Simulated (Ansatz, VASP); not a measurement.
# Na in VASP and in Ansatz

```
CELL_PARAMETERS angstrom
3.63986 0.00000 0.00000
-1.81993 3.15221 0.00000
0.00000 0.00000 5.93059
ATOMIC_POSITIONS crystal
Na 0.33333 0.66667 0.25000
Na 0.66667 0.33333 0.75000
```

Alike in both runs: functional PBE; dispersion D3(BJ); k mesh 15 × 15 × 8; occupations gaussian, width 0.1 eV; no spin polarisation.

Ansatz relaxed the structure, and its values are those at the end. VASP's run is a single point on that final structure, the one shown.

|  | VASP | Ansatz |
| --- | --- | --- |
| version | VASP 6.6.1 | Ansatz 0.2.0 |
| potentials or method | VASP PAW PBE potentials, release 64 (Na_pv), cutoff 520 eV | scalar-relativistic, plane waves, PAW |
| valence electrons in the cell | 14 | 18 |

|  | VASP | Ansatz | Ansatz less VASP |
| --- | --- | --- | --- |
| gap on the k mesh at the Fermi level (eV) | none | none | - |
| pressure (GPa) | 0.0 | 0.0 | 0.00 |

A gap of «none» marks a metal or a gap that the smearing closes. VASP's potentials hold 14 valence electrons a cell and Ansatz's 18, so a difference there can come from the potentials and not from the codes.
